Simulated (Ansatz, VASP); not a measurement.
This is a calculation of TiO2 for VASP 6.6.1.

The input INCAR:

```
SYSTEM = TiO2
ALGO = Normal ; EDIFF = 1E-6
ENCUT = 520 ; GGA = VW
ISIF = 2 ; ISMEAR = -1
LASPH = .True. ; LCHARG = .False.
LREAL = .False. ; LWAVE = .False.
NBANDS = 60 ; NELM = 60
PREC = Accurate ; SIGMA = 0.05
```

Contents of KPOINTS:

```
k-points
0
Gamma
  8 8 4
  0 0 0
```

File POSCAR:

```
TiO2
1.0
    6.1535771931     -1.8834685000      0.0000000000
    6.1535771931      1.8834685000      0.0000000000
   -1.9283261078      0.0000000000      6.3289668713
Ti O
4 8
Direct
    0.9000710000      0.9000710000      0.2896020000
    0.1952860000      0.1952860000      0.2837620000
    0.0999290000      0.0999290000      0.7103980000
    0.8047140000      0.8047140000      0.7162380000
    0.3619310000      0.3619310000      0.2933970000
    0.2634885000      0.2634885000      0.6525000000
    0.8671885000      0.8671885000      0.9952910000
    0.7365115000      0.7365115000      0.3475000000
    0.9416475000      0.9416475000      0.6300210000
    0.1328115000      0.1328115000      0.0047090000
    0.6380690000      0.6380690000      0.7066030000
    0.0583525000      0.0583525000      0.3699790000
```

Potentials or basis: VASP PAW PBE potentials, release 64 (Ti_sv, O).

Launch:

```console
$ cat potpaw_PBE.64/Ti_sv/POTCAR potpaw_PBE.64/O/POTCAR > POTCAR
$ mpirun -np 1 vasp_std > vasp.out
```

**Question.** Set up the same calculation for Ansatz 0.2.0. Potentials there: Ansatz PAW.

**Answer.** As run (the cutoff follows the program's own potentials):

File input.yaml:

```yaml
crystal:
  lattice:
    - [6.1535771931, -1.8834685, 0.0]
    - [6.1535771931, 1.8834685, 0.0]
    - [-1.9283261078, 0.0, 6.3289668713]
  atoms:
    - { symbol: Ti, position: [0.900071, 0.900071, 0.289602] }
    - { symbol: Ti, position: [0.195286, 0.195286, 0.283762] }
    - { symbol: Ti, position: [0.099929, 0.099929, 0.710398] }
    - { symbol: Ti, position: [0.804714, 0.804714, 0.716238] }
    - { symbol: O, position: [0.361931, 0.361931, 0.293397] }
    - { symbol: O, position: [0.2634885, 0.2634885, 0.6525] }
    - { symbol: O, position: [0.8671885, 0.8671885, 0.995291] }
    - { symbol: O, position: [0.7365115, 0.7365115, 0.3475] }
    - { symbol: O, position: [0.9416475, 0.9416475, 0.630021] }
    - { symbol: O, position: [0.1328115, 0.1328115, 0.004709] }
    - { symbol: O, position: [0.638069, 0.638069, 0.706603] }
    - { symbol: O, position: [0.0583525, 0.0583525, 0.369979] }
hamiltonian:
  xc: { exchange: slater, correlation: vwn5 }
  pseudopotentials: { kind: paw }
kpoints:
  mp_grid: { grid: [8, 8, 4] }
scf:
  occupations: { method: fermi_dirac, width: 0.05 }
output:
  forces: true
  stress: true
  eigenvalues: true
```

Potentials or basis: Ansatz PAW.

The run is started by

```bash
$ ansatz run input.yaml --threads 2 --pin off --max-ram 5120MiB --backend cpu --events-out ev --progress --plain --runs-dir out
```

Both were run:

|  | VASP | Ansatz | Ansatz less VASP |
| --- | --- | --- | --- |
| gap on the k mesh at the Fermi level (eV) | 2.64 | 2.67 | +0.025 |
| least direct gap on the mesh (eV) | 2.82 | 2.84 | +0.024 |
| pressure (GPa) | -11.1 | -11.9 | -0.85 |
| traceless stress, the component that is largest in VASP (GPa) | 0.20 | 0.33 | +0.136 |
| rms of the force components (eV/Å) | 0.083 | 0.101 | +0.0178 |

VASP's potentials were made for PBE, not for SVWN5. Atom by atom the forces differ by 0.040 eV/Å (rms over components).
